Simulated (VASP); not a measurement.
A run of VASP 6.6.1 is set up as follows.

File INCAR:

```
SYSTEM = Yb
ALGO = Normal
EDIFF = 1E-6
ENCUT = 520
GGA = PS
ISIF = 2
ISMEAR = 0
ISPIN = 2
LASPH = .True.
LCHARG = .False.
LMAXMIX = 6
LORBIT = 11
LREAL = .False.
LWAVE = .False.
MAGMOM = 1
NBANDS = 22
NELM = 150
PREC = Accurate
SIGMA = 0.05
```

KPOINTS

```
k-points
0
Gamma
  9 9 9
  0 0 0
```

POSCAR

```
Yb
1.0
   -2.1514830000      2.1514830000      2.1514830000
    2.1514830000     -2.1514830000      2.1514830000
    2.1514830000      2.1514830000     -2.1514830000
Yb
1
Direct
    0.0000000000      0.0000000000      0.0000000000
```

Potentials or basis: VASP PAW PBE potentials, release 64 (Yb).

Command:

```sh
$ cat potpaw_PBE.64/Yb/POTCAR > POTCAR
$ mpirun -np 1 vasp_std > vasp.out
```

Problem. What does it give for the net moment?

Solution. 0.00 μB per cell.

Problem. Predict the pressure.

Solution. -4.2 GPa.

Caveat: the cell stands under tension; the PAW data sets were made with another functional, which shifts forces and pressure a little. The state reached can hang on the start; a lower one may exist.
